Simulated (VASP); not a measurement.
# TiO2 (P3_121) in VASP: notebook

Runs on TiO2. Level: r2SCAN. Tasks: single point.

The COD entry that gives the cell may itself be a prediction, so a difference from it is no test against experiment.

Everything below comes from runs of VASP 6.6.1. Logs are shortened: lines on timing, memory, paths and dates and some standing lists are left out, and cuts for length are marked.

### Step 1. The cell of the first run

It takes space group P3_121 (No. 152, trigonal). Conventional cell: a = 5.291 Å, b = 5.291 Å, c = 6.133 Å, α = 90.00°, β = 90.00°, γ = 120.00°. Within 2.3 Å of Ti (site symmetry 2) lie 4 O at 1.73 to 1.88 Å. Within 2.3 Å of O (site symmetry 1) lie 2 Ti at 1.73 to 1.88 Å.

### Step 2. Single point, r2SCAN

Contents of POSCAR:

```
TiO2
1.0
    5.2910000000      0.0000000000      0.0000000000
   -2.6455000000      4.5821400000      0.0000000000
    0.0000000000      0.0000000000      6.1330000000
Ti O
3 6
Direct
    0.4530000000      0.0000000000      0.3333333333
    0.0000000000      0.4530000000      0.6666666667
    0.5470000000      0.5470000000      0.0000000000
    0.4080000000      0.3030000000      0.2150000000
    0.6970000000      0.1050000000      0.5483330000
    0.8950000000      0.5920000000      0.8816670000
    0.3030000000      0.4080000000      0.7850000000
    0.1050000000      0.6970000000      0.4516670000
    0.5920000000      0.8950000000      0.1183330000
```

Contents of INCAR.step1:

```
SYSTEM = TiO2
  ALGO = Normal
  EDIFF = 1E-4
  ENCUT = 520
  GGA = PE
  ISMEAR = 0
  LASPH = .True.
  LCHARG = .False.
  LREAL = .False.
  LWAVE = .True.
  NBANDS = 46
  NELM = 60
  PREC = Accurate
  SIGMA = 0.01
```

Contents of INCAR.step2:

```
SYSTEM = TiO2
  ALGO = Normal
  EDIFF = 1E-6
  ENCUT = 520
  ISIF = 2
  ISMEAR = 0
  ISTART = 1
  LASPH = .True.
  LCHARG = .False.
  LMIXTAU = .True.
  LREAL = .False.
  LWAVE = .False.
  METAGGA = R2SCAN
  NBANDS = 46
  NELM = 60
  PREC = Accurate
  SIGMA = 0.01
```

Contents of KPOINTS:

```
k-points
0
Gamma
  4 4 3
  0 0 0
```

Potentials or basis: VASP PAW PBE potentials, release 64 (Ti_sv, O).

Launch:

```sh
$ cat potpaw_PBE.64/Ti_sv/POTCAR potpaw_PBE.64/O/POTCAR > POTCAR
$ cp INCAR.step1 INCAR
$ mpirun -np 1 vasp_std > vasp.out
$ cp INCAR.step2 INCAR
$ mpirun -np 1 vasp_std > vasp.out
```

OUTCAR:

```text
SYSTEM = TiO2
   EDIFF = 1E-6
   ENCUT = 520
   ISIF = 2
   ISMEAR = 0
   ISTART = 1
   LASPH = .True.
   LREAL = .False.
   METAGGA = R2SCAN
   NELM = 60
   PREC = Accurate

 ion  position               nearest neighbor table
   1  0.453  0.000  0.333-   5 1.73   9 1.73   4 1.88   8 1.88
   2  0.000  0.453  0.667-   8 1.73   6 1.73   7 1.88   5 1.88
   3  0.547  0.547  0.000-   4 1.73   7 1.73   9 1.88   6 1.88
   4  0.408  0.303  0.215-   3 1.73   1 1.88
   5  0.697  0.105  0.548-   1 1.73   2 1.88
   6  0.895  0.592  0.882-   2 1.73   3 1.88
   7  0.303  0.408  0.785-   3 1.73   2 1.88
   8  0.105  0.697  0.452-   2 1.73   1 1.88
   9  0.592  0.895  0.118-   1 1.73   3 1.88

  LATTYP: Found a hexagonal cell.
 ALAT       =     5.2910000000
 C/A-ratio  =     1.1591381591

  Lattice vectors:

 A1 = (   5.2910000000,   0.0000000000,   0.0000000000)
 A2 = (  -2.6455000000,   4.5821400000,   0.0000000000)
 A3 = (   0.0000000000,   0.0000000000,   6.1330000000)

Analysis of symmetry for initial positions (statically):
=====================================================================
 Subroutine PRICEL returns:
 Original cell was already a primitive cell.

 Routine SETGRP: Setting up the symmetry group for a
 hexagonal supercell.

 Subroutine GETGRP returns: Found  6 space group operations
 (whereof  2 operations were pure point group operations)
 out of a pool of 24 trial point group operations.

The static configuration has the point symmetry C_2 .
 The point group associated with its full space group is D_3 .

Analysis of symmetry for dynamics (positions and initial velocities):
=====================================================================
 Subroutine PRICEL returns:
 Original cell was already a primitive cell.

 Routine SETGRP: Setting up the symmetry group for a
 hexagonal supercell.

 Subroutine GETGRP returns: Found  6 space group operations
 (whereof  2 operations were pure point group operations)
 out of a pool of 24 trial point group operations.

The dynamic configuration has the point symmetry C_2 .
 The point group associated with its full space group is D_3 .

 Subroutine INISYM returns: Found  6 space group operations
 (whereof  2 operations are pure point group operations),
 and found     1 'primitive' translations

----------------------------------------------------------------------------------------

[... 97 lines left out ...]
   ISYM   =      2    0-nonsym 1-usesym 2-fastsym
   POTIM  = 0.5000    time-step for ionic-motion
   TEBEG  =    0.0;   TEEND  =   0.0 temperature during run
   PSTRESS=    0.0 pullay stress
   NELECT =      72.0000    total number of electrons
   NUPDOWN=      -1.0000    fix difference up-down
   EMIN   =  10.00;   EMAX   =-10.00  energy-range for DOS
   EFERMI =   0.00;   METHOD = LEGACY
   ISMEAR =     0;   SIGMA  =   0.01  broadening in eV -4-tet -1-fermi 0-gaus
   EFERMI_NEDOS =   21; number of points for ismear=-14 and -15
   IALGO  =     38    algorithm
   IMIX   =      4    mixing-type and parameters
     AMIX     =   0.40;   BMIX     =  1.00
     AMIX_MAG =   1.60;   BMIX_MAG =  1.00
  volume/ion in A,a.u.               =      16.52       111.49
  Fermi-wavevector in a.u.,A,eV,Ry     =   1.285561  2.429358 22.485895  1.652667
  Thomas-Fermi vector in A             =   2.417688
   LORBIT       =      0    0 simple, 1 ext, 2 COOP (PROOUT), +10 PAW based schemes
   METAGGA = R2SCAN    functional components
   LHFCALC =     F    Hartree Fock is set to
   AEXX    =    0.0000 exact exchange contribution
   IVDW    =     0    specifies the selected vdW correction
   LEPSILON=     F    determine dielectric tensor
   LRPA    =     F    only Hartree local field effects (RPA)
 non-spin polarized calculation
 Gauss-broadening in eV      SIGMA  =   0.01
  energy-cutoff  :      520.00
  volume of cell :      148.69
 maximum number of plane-waves:      4024
 NGX is ok and might be reduce to    40
   NGX = 19   NGY = 19   NGZ = 23

 number of electron      72.0000007 magnetization

 Free energy of the ion-electron system (eV)
  ---------------------------------------------------
  ext. energy  EPLUGINS =         0.00000000
  ---------------------------------------------------
  free energy    TOTEN  =      -102.82168413 eV

  energy without entropy =     -102.82168413  energy(sigma->0) =     -102.82168413

 E-fermi :  -0.6948     XC(G=0):  -9.0963

 val. band max:       -0.7658324489   @ k =   0.5000   0.0000   0.0000
 cond. band min:       3.4973143376   @ k =   0.0000   0.0000   0.0000
 fundamental gap:      4.2631467865
 Fermi energy:        -0.6947963766

 k-point     1 :       0.0000    0.0000    0.0000
  band No.  band energies     occupation
      1     -58.0376      2.00000
      2     -58.0190      2.00000
      3     -58.0189      2.00000
      4     -33.5150      2.00000
      5     -33.5149      2.00000
      6     -33.4900      2.00000
[... 430 lines left out ...]
     45       5.7447      0.00000
     46       6.0715      0.00000

------------------------ aborting loop because EDIFF is reached ----------------------------------------

  FORCE on cell =-STRESS in cart. coord.  units (eV):
  Direction    XX          YY          ZZ          XY          YZ          ZX
  --------------------------------------------------------------------------------------
  -------------------------------------------------------------------------------------
  Total        2.7389216      2.7389211      7.9716013     -0.0000000     -0.0000000      0.0000000
  in kB       29.5128464     29.5128411     85.8968175     -0.0000000     -0.0000000      0.0000000
  external PRESSURE =      48.3075017 kB  Pullay stress =       0.0000000 kB

 VOLUME and BASIS-vectors are now :
 -----------------------------------------------------------------------------
  energy-cutoff  :      520.00
  volume of cell :      148.69
      direct lattice vectors                 reciprocal lattice vectors
     5.291000000  0.000000000  0.000000000     0.189000189  0.109119320  0.000000000
    -2.645500000  4.582140000  0.000000000     0.000000000  0.218238640  0.000000000
     0.000000000  0.000000000  6.133000000     0.000000000  0.000000000  0.163052340

 POSITION                                       TOTAL-FORCE (eV/Angst)
 -----------------------------------------------------------------------------------
      2.39682      0.00000      2.04433        -2.333584      0.000000      0.000000
     -1.19841      2.07571      4.08867         1.166792     -2.020943      0.000000
      1.44709      2.50643      0.00000         1.166792      2.020943      0.000000
      1.35714      1.38839      1.31860         0.317199     -1.387421      1.538534
      3.41005      0.48112      3.36293         1.042943      0.968413      1.538534
      3.16931      2.71263      5.40726        -1.360142      0.419008      1.538534
      0.52381      1.86951      4.81440        -1.360142     -0.419008     -1.538534
     -1.28836      3.19375      2.77007         0.317199      1.387421     -1.538534
      0.76455      4.10102      0.72574         1.042943     -0.968413     -1.538534
 -----------------------------------------------------------------------------------
    total drift:                               -0.000782     -0.001327      0.000000

  FREE ENERGIE OF THE ION-ELECTRON SYSTEM (eV)
  ---------------------------------------------------
  free  energy   TOTEN  =      -102.8216841315 eV

  energy  without entropy=     -102.8216841315  energy(sigma->0) =     -102.82168413
```

OSZICAR.step1:

```text
N       E                     dE             d eps       ncg     rms          rms(c)
DAV:   1     0.106445767375E+04    0.10645E+04   -0.36687E+04   836   0.170E+03
DAV:   2     0.806363150140E+02   -0.98382E+03   -0.94415E+03   960   0.524E+02
DAV:   3    -0.885069118790E+02   -0.16914E+03   -0.16768E+03  1104   0.211E+02
DAV:   4    -0.102547289111E+03   -0.14040E+02   -0.14015E+02  1344   0.590E+01
DAV:   5    -0.103411119778E+03   -0.86383E+00   -0.86350E+00  1210   0.115E+01    0.455E+01
DAV:   6    -0.801896497265E+02    0.23221E+02   -0.17357E+02  1304   0.101E+02    0.177E+01
DAV:   7    -0.798476356485E+02    0.34201E+00   -0.41037E+01  1224   0.405E+01    0.131E+01
DAV:   8    -0.796616177974E+02    0.18602E+00   -0.41559E+00  1122   0.174E+01    0.302E+00
DAV:   9    -0.796577479488E+02    0.38698E-02   -0.71031E-01  1290   0.564E+00    0.140E+00
DAV:  10    -0.796621396867E+02   -0.43917E-02   -0.15434E-01  1092   0.340E+00    0.736E-01
DAV:  11    -0.796613525866E+02    0.78710E-03   -0.25071E-02  1090   0.141E+00    0.149E-01
DAV:  12    -0.796617986325E+02   -0.44605E-03   -0.17815E-03  1130   0.290E-01    0.978E-02
DAV:  13    -0.796617684843E+02    0.30148E-04   -0.33648E-04   802   0.133E-01
   1 F= -.79661768E+02 E0= -.79661768E+02  d E =-.103966E-36
```

It took 2.4 min on 1 thread of Intel Xeon 6975P-C (Granite Rapids), shared host; peak memory 0.3 GiB.

What came out:

```yaml
Free_energy: -102.8217 eV
Pressure: 4.8 GPa
Largest_force: 2.334 eV/Å
Band_gap_on_the_k_mesh: 4.26 eV, indirect (least direct gap 4.42 eV)
```

Forces on the atoms (eV/Å):
```
Ti  -2.334  0.000  0.000
Ti   1.167 -2.021  0.000
Ti   1.167  2.021  0.000
O    0.317 -1.387  1.539
O    1.043  0.968  1.539
O   -1.360  0.419  1.539
O   -1.360 -0.419 -1.539
O    0.317  1.387 -1.539
O    1.043 -0.968 -1.539
```

Stress tensor (GPa, compression positive):
```
2.95 0.00 0.00
0.00 2.95 0.00
0.00 0.00 8.59
```

Caveat: the PAW data sets were made with another functional, which shifts forces and pressure a little. r2SCAN opens gaps a little over a GGA but as a rule still falls short of measured ones.

### Step 3. Single point, r2SCAN

POSCAR is that of step 2.

Contents of INCAR.step1:

```
  PREC = Accurate
  ENCUT = 520
  ISMEAR = 0
  SIGMA = 0.01
  LREAL = F
  LASPH = T
  NELM = 80
  NBANDS = 46
  GGA = PE
  ALGO = Normal
  EDIFF = 1E-4
  LWAVE = T
  LCHARG = F
```

Contents of INCAR.step2:

```
  PREC = Accurate
  ENCUT = 520
  EDIFF = 1E-6
  ISMEAR = 0
  SIGMA = 0.01
  LREAL = F
  LASPH = T
  NELM = 80
  ALGO = Normal
  ISIF = 2
  LWAVE = F
  LCHARG = F
  METAGGA = R2SCAN
  LMIXTAU = T
  NBANDS = 46
  ISTART = 1
```

Contents of KPOINTS:

```
Automatic mesh
0
Gamma
  4 4 3
```

Potentials or basis: VASP PAW PBE potentials, release 64 (Ti_sv, O).

Launch:

```sh
$ cat potpaw_PBE.64/Ti_sv/POTCAR potpaw_PBE.64/O/POTCAR > POTCAR
$ cp INCAR.step1 INCAR
$ mpirun -np 1 vasp_std > vasp.out
$ cp INCAR.step2 INCAR
$ mpirun -np 1 vasp_std > vasp.out
```

Wall time 2.6 min (1 thread of Intel Xeon 6975P-C (Granite Rapids), shared host); peak memory 0.3 GiB.

It converged, with:

```
Free energy            : -102.8217 eV
Pressure               : 4.8 GPa
Largest force          : 2.334 eV/Å
Band gap on the k mesh : 4.26 eV, indirect (least direct gap 4.42 eV)
```

Forces in eV/Å, atoms in the order of the input:
```
Ti  -2.334  0.000  0.000
Ti   1.167 -2.021  0.000
Ti   1.167  2.021  0.000
O    0.317 -1.387  1.539
O    1.043  0.968  1.539
O   -1.360  0.419  1.539
O   -1.360 -0.419 -1.539
O    0.317  1.387 -1.539
O    1.043 -0.968 -1.539
```

Stress tensor (GPa, compression positive):
```
2.95 0.00 0.00
0.00 2.95 0.00
0.00 0.00 8.59
```

Levels at points of the mesh, in eV from the valence-band top:
```tsv
k point	band 34	band 35	band 36	band 37	band 38	band 39
(0.00, 0.00, 0.00)	-0.29	-0.26	-0.26	4.26	4.77	4.77
(0.50, 0.00, 0.00)	-0.62	-0.34	0.00	4.42	4.42	4.86
```

Caveat: the PAW data sets were made with another functional, which shifts forces and pressure a little. A k mesh can miss the band edges.
